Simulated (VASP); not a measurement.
Runs of VASP 6.6.1 on C. The structure is that of space group Fd-3m (No. 227), or close to it. The cells are those of the table. 

```csv
cell,gap on the mesh (eV),pressure (GPa)
"a = 2.514, b = 2.514, c = 2.522 Å, angles 59.9, 59.9, 60.2°, 2 atoms",4.01,5.5
"a = 2.530, b = 2.530, c = 2.522 Å, angles 60.1, 60.1, 59.8°, 2 atoms",(a),-0.5
"a = 2.547, b = 2.547, c = 2.522 Å, angles 60.3, 60.3, 59.3°, 2 atoms",3.87,-6.0
"a = 2.497, b = 2.497, c = 2.522 Å, angles 59.7, 59.7, 60.7°, 2 atoms",3.68,11.8
"a = 2.539, b = 2.539, c = 2.522 Å, angles 60.2, 60.2, 59.6°, 2 atoms",3.97,(b)
"a = 2.522 Å, angles 60.0°, 2 atoms",4.17,2.5
"a = 2.505, b = 2.505, c = 2.522 Å, angles 59.8, 59.8, 60.4°, 2 atoms",3.85,8.6
```

Alike in all rows: task single point; level PBE; potentials or basis VASP PAW PBE potentials, release 64 (C); no spin polarisation; k mesh 10 × 10 × 10; cutoff (eV) 520; smearing fermi-dirac 0.02 eV.

Question: Estimate the missing entries.

Answer: (a) 4.07; (b) -3.3.

A k mesh can miss the band edges.
